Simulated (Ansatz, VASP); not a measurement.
Two plane-wave programs on K

The input INCAR:

```
PREC = Accurate ; ENCUT = 500
EDIFF = 1E-6 ; ISMEAR = -1
SIGMA = 0.05 ; LREAL = False
LASPH = True ; NELM = 120
ALGO = Normal ; ISIF = 2
LWAVE = False ; LCHARG = False
GGA = CA ; NBANDS = 10
GGA_COMPAT = False
```

Contents of KPOINTS:

```
Automatic mesh
0
Gamma
  8 8 8
```

File POSCAR:

```
K
1.0
   -2.6125000000      2.6125000000      2.6125000000
    2.6125000000     -2.6125000000      2.6125000000
    2.6125000000      2.6125000000     -2.6125000000
K
1
Direct
    0.0000000000      0.0000000000      0.0000000000
```

Input for Ansatz:

```yaml
crystal:
  lattice:
    - [-2.6125, 2.6125, 2.6125]
    - [2.6125, -2.6125, 2.6125]
    - [2.6125, 2.6125, -2.6125]
  atoms:
    - { symbol: K, position: [0.0, 0.0, 0.0] }
kpoints:
  mp_grid:
    grid: [8, 8, 8]
    shift: [0.0, 0.0, 0.0]
hamiltonian:
  xc: lda
  pseudopotentials:
    kind: paw
scf:
  convergence:
    dr2_threshold: 1.0e-10
  occupations:
    method: fermi_dirac
    width: 0.05
output:
  forces: true
  stress: true
  eigenvalues: true
```

Alike in both runs: task single point; functional LDA; k mesh 8 × 8 × 8; occupations fermi-dirac, width 0.05 eV; no spin polarisation.

|  | VASP | Ansatz |
| --- | --- | --- |
| version | VASP 6.6.1 | Ansatz 0.2.0 |
| potentials or method | VASP PAW LDA potentials, release 64 (K_sv) | plane waves, PAW |
| plane-wave cutoff (eV) | 500 | 420 |
| valence electrons in the cell | 9 | 9 |

|  | VASP | Ansatz | Ansatz less VASP |
| --- | --- | --- | --- |
| gap on the k mesh at the Fermi level (eV) | none | none | - |
| pressure (GPa) | -0.4 | -0.4 | +0.01 |

LDA's correlation is that of Perdew and Zunger in VASP and of Perdew and Wang (1992) in Ansatz. A gap of «none» marks a metal or a gap that the smearing closes.
